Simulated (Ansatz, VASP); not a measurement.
# Two plane-wave programs on CdS

```xyz
2
Lattice="0.0000 2.8709 2.8709 2.8709 0.0000 2.8709 2.8709 2.8709 0.0000" Properties=species:S:1:pos:R:3 pbc="T T T"
Cd    0.0000    0.0000    0.0000
S     4.3063    4.3063    4.3063
```

Alike in both runs: task single point; functional PBE; k mesh 6 × 6 × 6; occupations gaussian, width 0.1 eV; no spin polarisation.

```csv
,VASP,Ansatz
version,VASP 6.6.1,Ansatz 0.2.0
potentials or method,"VASP PAW PBE potentials, release 64 (Cd, S), cutoff 500 eV","scalar-relativistic, plane waves, PAW"
valence electrons in the cell,18,26
```

|  | VASP | Ansatz | Ansatz less VASP |
| --- | --- | --- | --- |
| gap on the k mesh at the Fermi level (eV) | 1.25 | 1.24 | -0.007 |
| least direct gap on the mesh (eV) | 1.25 | 1.24 | -0.007 |
| pressure (GPa) | 6.8 | 6.3 | -0.44 |

The functional is the same, so the differences come from potentials, cutoffs and numerics. VASP's potentials hold 18 valence electrons a cell and Ansatz's 26, so a difference there can come from the potentials and not from the codes.
